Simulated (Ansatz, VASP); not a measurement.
One calculation of GeCN2, two programs

The input INCAR:

```
PREC     = Accurate       # precision mode
ENCUT    = 600            # plane-wave cutoff, eV
EDIFF    = 1E-7           # SCF threshold, eV
ISMEAR   = -1             # smearing method
SIGMA    = 0.05           # smearing width, eV
LREAL    = F              # projectors in reciprocal space
LASPH    = T              # aspherical terms in the spheres
NELM     = 100            # most SCF steps
ALGO     = Normal         # electronic algorithm
ISIF     = 3              # what is computed and relaxed
LWAVE    = F              # write WAVECAR
LCHARG   = F              # write CHGCAR
GGA      = PS             # functional
IVDW     = 12             # dispersion correction
IBRION   = 2              # ionic algorithm
NSW      = 60             # ionic steps
EDIFFG   = -0.01          # ionic threshold
```

KPOINTS

```
Automatic mesh
0
Gamma
  9 9 9
```

Contents of POSCAR:

```
GeCN2
1.0
    1.7937903697      1.0356453528      4.9219572124
   -1.7937903697      1.0356453528      4.9219572124
    0.0000000000     -2.0712907056      4.9219572124
Ge N C
1 2 1
Direct
    0.0000000000      0.0000000000      0.0000000000
    0.5839044000      0.5839044000      0.5839044000
    0.4160956000      0.4160956000      0.4160956000
    0.5000000000      0.5000000000      0.5000000000
```

File input.yaml:

```yaml
crystal:
  lattice:
    - [1.7937903697, 1.0356453528, 4.9219572124]
    - [-1.7937903697, 1.0356453528, 4.9219572124]
    - [0.0, -2.0712907056, 4.9219572124]
  atoms:
    - { symbol: Ge, position: [0.0, 0.0, 0.0] }
    - { symbol: "N", position: [0.5839044, 0.5839044, 0.5839044] }
    - { symbol: "N", position: [0.4160956, 0.4160956, 0.4160956] }
    - { symbol: C, position: [0.5, 0.5, 0.5] }
hamiltonian:
  xc: pbesol
  pseudopotentials: { kind: paw }
  dispersion: d3bj
kpoints:
  mp_grid: { grid: [9, 9, 9] }
scf:
  occupations: { method: fermi_dirac, width: 0.05 }
output:
  forces: true
  stress: true
  eigenvalues: true
relax:
  f_tol: 0.01
  max_steps: 40
  cell: { stress_tol: 0.05 }
```

Alike in both runs: task relaxation of cell and atoms; functional PBEsol; dispersion D3(BJ); k mesh 9 × 9 × 9; occupations fermi-dirac, width 0.05 eV; no spin polarisation.

|  | VASP | Ansatz |
| --- | --- | --- |
| version | VASP 6.6.1 | Ansatz 0.2.0 |
| potentials or method | VASP PAW PBE potentials, release 64 (Ge_d, N, C) | Ansatz PAW |
| plane-wave cutoff (eV) | 600 | 420 |
| valence electrons in the cell | 28 | 28 |

```csv
,VASP,Ansatz,Ansatz less VASP
"gap on the k mesh at the Fermi level, each at its own relaxed structure (eV)",1.04,1.06,+0.016
relaxed volume (Å³/atom),13.67,13.69,+0.025
relaxed cell length with the largest relative difference (Å),5.348,5.352,+0.0039
```

VASP's potentials were made for PBE, not for PBEsol.

Noted on VASP's run: the standard files for N, O and F lose accuracy on very short bonds. Noted on Ansatz's run: odd divisions of the mesh miss points on the zone boundary, where band edges often lie, so the gap on the mesh can be too wide; the plane-wave basis is chosen anew once the cell has moved, so the energies of steps on either side of that aren't comparable.
